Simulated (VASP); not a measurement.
Crystal: CuI.

```
Cu I
1.0
     5.26391    0.00000    0.00000
     0.03123    5.26381    0.00000
     0.00000    0.00000    4.30700
Cu I
2 2
Direct
  0.42044 0.57956 0.75000
  0.57956 0.42044 0.25000
  0.77004 0.22996 0.75000
  0.22996 0.77004 0.25000
```

Base run:

| Property | Result |
| --- | --- |
| Program | VASP 6.6.1 |
| Functional | PBEsol |
| Potentials or basis | VASP PAW PBE potentials, release 64 (Cu, I) |
| Cutoff | 520 eV |
| k mesh | 4 × 4 × 4 |
| Occupations | methfessel-paxton, width 0.01 eV |
| Spin | no spin polarisation |

Its results: band gap on the k mesh 0.94 eV, direct; pressure -1.1 GPa; largest force 0.147 eV/Å.

The run is repeated on the same cell with these changes: functional from PBEsol to BLYP. What comes out?

Band gap on the k mesh 1.08 eV, direct; pressure 4.4 GPa; largest force 0.545 eV/Å.

BLYP binds less tightly than PBEsol, so the same cell stands under more pressure.

Caveats: the PAW data sets were made with another functional, which shifts forces and pressure a little; spin-orbit coupling is left out, which moves the levels of the heavy elements.

